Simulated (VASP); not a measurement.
# NaCl (Fm-3m) in VASP: a series of runs

Runs on NaCl. Level: PBE. Tasks: single point.

Program: VASP 6.6.1. These are calculated values, not measurements. Logs are shortened: lines on timing, memory, paths and dates and some standing lists are left out, and cuts for length are marked.

## 1. The cell of the first run

Symmetry: Fm-3m, No. 225, cubic system. The conventional cell has a = 5.696 Å, b = 5.696 Å, c = 5.696 Å, α = 90.00°, β = 90.00°, γ = 90.00°. Na (site symmetry m-3m) has 6 Cl at 2.85 Å within 3.8 Å. Cl (site symmetry m-3m) has 6 Na at 2.85 Å within 3.8 Å.

## 2. Single point, PBE

File INCAR:

```
  ALGO = Normal
  EDIFF = 1E-7
  ENCUT = 520
  GGA = PE
  ISIF = 2
  ISMEAR = 0
  LASPH = T
  LCHARG = T
  LELF = T
  LREAL = F
  LVHAR = T
  LWAVE = F
  NBANDS = 14
  NELM = 100
  PREC = Accurate
  SIGMA = 0.01
```

File KPOINTS:

```
k-points
0
Gamma
  8 8 8
```

File POSCAR:

```
NaCl
1.0
    0.0000000000      2.8481696037      2.8481696037
    2.8481696037      0.0000000000      2.8481696037
    2.8481696037      2.8481696037      0.0000000000
Na Cl
1 1
Direct
    0.5000000000      0.5000000000      0.5000000000
    0.0000000000      0.0000000000      0.0000000000
```

Potentials or basis: VASP PAW PBE potentials, release 64 (Na_pv, Cl).

On the command line:

```bash
> cat potpaw_PBE.64/Na_pv/POTCAR potpaw_PBE.64/Cl/POTCAR > POTCAR
> mpirun -np 1 vasp_std > vasp.out
```

OUTCAR:

```text
EDIFF = 1E-7
   ENCUT = 520
   GGA = PE
   ISIF = 2
   ISMEAR = 0
   LASPH = T
   LREAL = F
   NELM = 100
   PREC = Accurate

 ion  position               nearest neighbor table
   1  0.500  0.500  0.500-
   2  0.000  0.000  0.000-

  LATTYP: Found a face centered cubic cell.
 ALAT       =     5.6963392074

  Lattice vectors:

 A1 = (   0.0000000000,   2.8481696037,   2.8481696037)
 A2 = (   2.8481696037,   0.0000000000,   2.8481696037)
 A3 = (   2.8481696037,   2.8481696037,   0.0000000000)

Analysis of symmetry for initial positions (statically):
=====================================================================
 Subroutine PRICEL returns:
 Original cell was already a primitive cell.

 Routine SETGRP: Setting up the symmetry group for a
 face centered cubic supercell.

 Subroutine GETGRP returns: Found 48 space group operations
 (whereof 48 operations were pure point group operations)
 out of a pool of 48 trial point group operations.

The static configuration has the point symmetry O_h .

Analysis of symmetry for dynamics (positions and initial velocities):
=====================================================================
 Subroutine PRICEL returns:
 Original cell was already a primitive cell.

 Routine SETGRP: Setting up the symmetry group for a
 face centered cubic supercell.

 Subroutine GETGRP returns: Found 48 space group operations
 (whereof 48 operations were pure point group operations)
 out of a pool of 48 trial point group operations.

The dynamic configuration has the point symmetry O_h .

 Subroutine INISYM returns: Found 48 space group operations
 (whereof 48 operations are pure point group operations),
 and found     1 'primitive' translations

----------------------------------------------------------------------------------------

                                     Primitive cell

  volume of cell :      46.2091

  direct lattice vectors                    reciprocal lattice vectors
     0.000000000  2.848169604  2.848169604    -0.175551343  0.175551343  0.175551343
     2.848169604  0.000000000  2.848169604     0.175551343 -0.175551343  0.175551343
     2.848169604  2.848169604  0.000000000     0.175551343  0.175551343 -0.175551343

  length of vectors
     4.027920081  4.027920081  4.027920081     0.304063846  0.304063846  0.304063846

  position of ions in fractional coordinates (direct lattice)
     0.500000000  0.500000000  0.500000000
     0.000000000  0.000000000  0.000000000

  ion indices of the primitive-cell ions
   primitive index   ion index
                 1           1
                 2           2

----------------------------------------------------------------------------------------

 KPOINTS: k-points

Automatic generation of k-mesh.
 Grid dimensions read from file:
 generate k-points for:    8    8    8

 Generating k-lattice:

  Cartesian coordinates                     Fractional coordinates (reciprocal lattice)
    -0.021943918  0.021943918  0.021943918     0.125000000  0.000000000  0.000000000
     0.021943918 -0.021943918  0.021943918     0.000000000  0.125000000  0.000000000
     0.021943918  0.021943918 -0.021943918     0.000000000  0.000000000  0.125000000

  Length of vectors
     0.038007981  0.038007981  0.038007981

  Shift w.r.t. Gamma in fractional coordinates (k-lattice)
     0.000000000  0.000000000  0.000000000

 Subroutine IBZKPT returns following result:
 ===========================================

 Found     29 irreducible k-points:

 Following reciprocal coordinates:
            Coordinates               Weight
  0.000000  0.000000  0.000000      1.000000
  0.125000  0.000000  0.000000      8.000000
  0.250000  0.000000  0.000000      8.000000
  0.375000  0.000000  0.000000      8.000000
  0.500000  0.000000  0.000000      4.000000
  0.125000  0.125000  0.000000      6.000000
[... 16 lines left out ...]
  0.500000  0.250000  0.125000     48.000000
 -0.375000  0.250000  0.125000     24.000000
 [... further k-points ...]
   k-points           NKPTS =     29   k-points in BZ     NKDIM =     29   number of bands    NBANDS=     14
   number of dos      NEDOS =    301   number of ions     NIONS =      2
   total plane-waves  NPLWV =  27000
   dimension x,y,z NGX =    30 NGY =   30 NGZ =   30
   dimension x,y,z NGXF=    60 NGYF=   60 NGZF=   60
   ions per type =               1   1
   NGX,Y,Z   is equivalent  to a cutoff of  12.38, 12.38, 12.38 a.u.
   NGXF,Y,Z  is equivalent  to a cutoff of  24.76, 24.76, 24.76 a.u.
 SYSTEM =  unknown system
   PREC   = accura    normal or accurate (medium, high low for compatibility)
   ISTART =      0    job   : 0-new  1-cont  2-samecut
   ICHARG =      2    charge: 1-file 2-atom 10-const
   ISPIN  =      1    spin polarized calculation?
   LNONCOLLINEAR =      F non collinear calculations
   LSORBIT =      F    spin-orbit coupling
   LASPH  =      T    aspherical Exc in radial PAW
   ENCUT  =  520.0 eV  38.22 Ry    6.18 a.u.   7.49  7.49  7.49*2*pi/ulx,y,z
   NELM   =    100;   NELMIN=  2; NELMDL= -5     # of ELM steps
   EDIFF  = 0.1E-06   stopping-criterion for ELM
   LREAL  =      F    real-space projection
   EDIFFG = 0.1E-05   stopping-criterion for IOM
   NSW    =      0    number of steps for IOM
   IBRION =     -1    ionic relax: 0-MD 1-quasi-New 2-CG
   NFREE  =      0    steps in history (QN), initial steepest desc. (CG)
   ISIF   =      2    stress and relaxation
   ISYM   =      2    0-nonsym 1-usesym 2-fastsym
   POTIM  = 0.5000    time-step for ionic-motion
   TEBEG  =    0.0;   TEEND  =   0.0 temperature during run
   PSTRESS=    0.0 pullay stress
   NELECT =      14.0000    total number of electrons
   NUPDOWN=      -1.0000    fix difference up-down
   EMIN   =  10.00;   EMAX   =-10.00  energy-range for DOS
   EFERMI =   0.00;   METHOD = LEGACY
   ISMEAR =     0;   SIGMA  =   0.01  broadening in eV -4-tet -1-fermi 0-gaus
   EFERMI_NEDOS =   21; number of points for ismear=-14 and -15
   IALGO  =     38    algorithm
   IMIX   =      4    mixing-type and parameters
     AMIX     =   0.40;   BMIX     =  1.00
     AMIX_MAG =   1.60;   BMIX_MAG =  1.00
  volume/ion in A,a.u.               =      23.10       155.92
  Fermi-wavevector in a.u.,A,eV,Ry     =   1.099533  2.077816 16.449079  1.208973
  Thomas-Fermi vector in A             =   2.235929
   LORBIT       =      0    0 simple, 1 ext, 2 COOP (PROOUT), +10 PAW based schemes
   GGA     = PE    functional components
   LHFCALC =     F    Hartree Fock is set to
   AEXX    =    0.0000 exact exchange contribution
   IVDW    =     0    specifies the selected vdW correction
   LEPSILON=     F    determine dielectric tensor
   LRPA    =     F    only Hartree local field effects (RPA)
 non-spin polarized calculation
 Gauss-broadening in eV      SIGMA  =   0.01
  energy-cutoff  :      520.00
  volume of cell :       46.21
 maximum number of plane-waves:      1265
 NGX is ok and might be reduce to    30
   NGX = 15   NGY = 15   NGZ = 15

 number of electron      13.9999992 magnetization

 Free energy of the ion-electron system (eV)
  ---------------------------------------------------
  ext. energy  EPLUGINS =         0.00000000
  ---------------------------------------------------
  free energy    TOTEN  =        -6.77790096 eV

  energy without entropy =       -6.77790096  energy(sigma->0) =       -6.77790096

 E-fermi :  -0.8340     XC(G=0):  -8.0394

 val. band max:       -0.9003465281   @ k =   0.0000   0.0000   0.0000
 cond. band min:       4.0943982235   @ k =   0.0000   0.0000   0.0000
 fundamental gap:      4.9947447516
 Fermi energy:        -0.8339791466

 k-point     1 :       0.0000    0.0000    0.0000
  band No.  band energies     occupation
      1     -21.7778      2.00000
      2     -21.7778      2.00000
      3     -21.7778      2.00000
      4     -13.4939      2.00000
      5      -0.9003      2.00000
      6      -0.9003      2.00000
      7      -0.9003      2.00000
      8       4.0944      0.00000
      9      10.1878      0.00000
     10      10.1878      0.00000
     11      10.1878      0.00000
     12      12.3101      0.00000
     13      12.3101      0.00000
     14      13.8681      0.00000

 k-point     2 :       0.1250    0.0000    0.0000
  band No.  band energies     occupation
      1     -21.7815      2.00000
      2     -21.7781      2.00000
      3     -21.7781      2.00000
      4     -13.4508      2.00000
      5      -1.2518      2.00000
      6      -0.9385      2.00000
      7      -0.9385      2.00000
      8       4.5779      0.00000
      9       9.6422      0.00000
     10      10.3717      0.00000
     11      10.3718      0.00000
     12      12.0361      0.00000
     13      12.0361      0.00000
     14      14.7375      0.00000

 k-point     3 :       0.2500    0.0000    0.0000
  band No.  band energies     occupation
      1     -21.7905      2.00000
      2     -21.7788      2.00000
      3     -21.7788      2.00000
      4     -13.3442      2.00000
      5      -1.9464      2.00000
      6      -1.0277      2.00000
      7      -1.0277      2.00000
      8       5.5505      0.00000
      9       9.0407      0.00000
     10      10.4359      0.00000
     11      10.4359      0.00000
     12      12.2430      0.00000
     13      12.2431      0.00000
     14      14.4800      0.00000

 k-point     4 :       0.3750    0.0000    0.0000
  band No.  band energies     occupation
      1     -21.7994      2.00000
      2     -21.7794      2.00000
      3     -21.7794      2.00000
      4     -13.2334      2.00000
      5      -2.5200      2.00000
      6      -1.1133      2.00000
      7      -1.1133      2.00000
      8       6.1894      0.00000
      9       9.1667      0.00000
     10      10.1378      0.00000
     11      10.1379      0.00000
     12      13.5696      0.00000
     13      13.5696      0.00000
     14      13.9845      0.00000

 k-point     5 :       0.5000    0.0000    0.0000
  band No.  band energies     occupation
      1     -21.8030      2.00000
      2     -21.7797      2.00000
      3     -21.7797      2.00000
      4     -13.1862      2.00000
      5      -2.7355      2.00000
      6      -1.1477      2.00000
      7      -1.1477      2.00000
      8       6.3194      0.00000
      9       9.4828      0.00000
     10       9.9982      0.00000
     11       9.9982      0.00000
[... 276 lines left out ...]
 k-point    22 :       0.3750    0.2500    0.1250
  band No.  band energies     occupation
      1     -21.7918      2.00000
      2     -21.7826      2.00000
      3     -21.7799      2.00000
      4     -13.2740      2.00000
      5      -2.0870      2.00000
      6      -1.3407      2.00000
      7      -1.1369      2.00000
      8       6.3794      0.00000
      9       8.4406      0.00000
     10       9.5545      0.00000
     11      11.1750      0.00000
     12      11.5953      0.00000
     13      13.7433      0.00000
     14      16.8796      0.00000

 k-point    23 :       0.5000    0.2500    0.1250
  band No.  band energies     occupation
      1     -21.7962      2.00000
      2     -21.7845      2.00000
      3     -21.7809      2.00000
      4     -13.1912      2.00000
      5      -2.3623      2.00000
      6      -1.5487      2.00000
      7      -1.2382      2.00000
      8       7.1467      0.00000
      9       8.5603      0.00000
     10       8.9752      0.00000
     11      10.9002      0.00000
     12      12.7015      0.00000
     13      14.9668      0.00000
     14      15.4609      0.00000

 k-point    24 :      -0.3750    0.2500    0.1250
  band No.  band energies     occupation
      1     -21.7981      2.00000
      2     -21.7849      2.00000
      3     -21.7816      2.00000
      4     -13.1562      2.00000
      5      -2.4728      2.00000
      6      -1.6222      2.00000
      7      -1.2887      2.00000
      8       7.3527      0.00000
      9       8.5056      0.00000
     10       9.2448      0.00000
     11      10.7210      0.00000
     12      13.2953      0.00000
     13      14.5157      0.00000
     14      15.5678      0.00000

 [... further k-points ...]

------------------------ aborting loop because EDIFF is reached ----------------------------------------

  FORCE on cell =-STRESS in cart. coord.  units (eV):
  Direction    XX          YY          ZZ          XY          YZ          ZX
  --------------------------------------------------------------------------------------
  -------------------------------------------------------------------------------------
  Total       -0.0107620     -0.0107620     -0.0107620     -0.0000000     -0.0000000      0.0000000
  in kB       -0.3731445     -0.3731445     -0.3731445     -0.0000000     -0.0000000      0.0000000
  external PRESSURE =      -0.3731445 kB  Pullay stress =       0.0000000 kB

 VOLUME and BASIS-vectors are now :
 -----------------------------------------------------------------------------
  energy-cutoff  :      520.00
  volume of cell :       46.21
      direct lattice vectors                 reciprocal lattice vectors
     0.000000000  2.848169604  2.848169604    -0.175551343  0.175551343  0.175551343
     2.848169604  0.000000000  2.848169604     0.175551343 -0.175551343  0.175551343
     2.848169604  2.848169604  0.000000000     0.175551343  0.175551343 -0.175551343

 POSITION                                       TOTAL-FORCE (eV/Angst)
 -----------------------------------------------------------------------------------
      2.84817      2.84817      2.84817         0.000000      0.000000      0.000000
      0.00000      0.00000      0.00000        -0.000000     -0.000000     -0.000000
 -----------------------------------------------------------------------------------
    total drift:                                0.000000      0.000000      0.000000

  FREE ENERGIE OF THE ION-ELECTRON SYSTEM (eV)
  ---------------------------------------------------
  free  energy   TOTEN  =        -6.7779009573 eV

  energy  without entropy=       -6.7779009573  energy(sigma->0) =       -6.77790096
```

Wall time 34 s (1 thread of Intel Xeon 8259CL, shared host); peak memory 0.16 GiB.

Results:

* Free energy: -6.7779 eV
* Pressure: 0.0 GPa
* Band gap on the k mesh: 4.99 eV

Levels at points of the mesh, in eV from the valence-band top:
| k point | band 4 | band 5 | band 6 | band 7 | band 8 | band 9 | band 10 | band 11 |
| --- | --- | --- | --- | --- | --- | --- | --- | --- |
| (0.00, 0.00, 0.00) | -12.59 | 0.00 | 0.00 | 0.00 | 4.99 | 11.09 | 11.09 | 11.09 |
| (0.50, 0.00, 0.00) | -12.29 | -1.84 | -0.25 | -0.25 | 7.22 | 10.38 | 10.90 | 10.90 |
| (0.50, 0.50, 0.00) | -12.24 | -1.58 | -0.57 | -0.57 | 7.45 | 8.10 | 11.11 | 14.51 |

## 3. Single point, PBE (23.80 Å³/atom)

This run uses another cell than the first one, of 23.80 Å³/atom.

File INCAR:

```
  PREC = Accurate
  ENCUT = 520
  EDIFF = 1E-6
  ISMEAR = 0
  SIGMA = 0.02
  LREAL = F
  LASPH = T
  NELM = 60
  ALGO = Normal
  ISIF = 2
  LWAVE = F
  LCHARG = F
  GGA = PE
  NBANDS = 14
```

File KPOINTS:

```
Automatic mesh
0
Gamma
  8 8 8
```

File POSCAR:

```
NaCl
1.0
    0.0000000000      2.8763711368      2.8763711368
    2.8763711368      0.0000000000      2.8763711368
    2.8763711368      2.8763711368      0.0000000000
Na Cl
1 1
Direct
    0.5000000000      0.5000000000      0.5000000000
    0.0000000000      0.0000000000      0.0000000000
```

Potentials or basis: VASP PAW PBE potentials, release 64 (Na_pv, Cl).

On the command line:

```bash
> cat potpaw_PBE.64/Na_pv/POTCAR potpaw_PBE.64/Cl/POTCAR > POTCAR
> mpirun -np 1 vasp_std > vasp.out
```

Run time: 32 s. Hardware: 1 thread of Intel Xeon 8259CL, shared host; peak memory 0.17 GiB.

The run converged. Its results:

```yaml
Free_energy: -6.7751 eV
Pressure: -0.7 GPa
Band_gap_on_the_k_mesh: 4.89 eV
```

Levels at points of the mesh, in eV from the valence-band top:
```
           k point  band 5  band 6  band 7  band 8  band 9  band 10
(0.00, 0.00, 0.00)    0.00    0.00    0.00    4.89   11.05    11.05
(0.50, 0.00, 0.00)   -1.75   -0.23   -0.23    7.16   10.15    10.82
(0.50, 0.50, 0.00)   -1.51   -0.54   -0.54    7.36    8.12    10.91
```
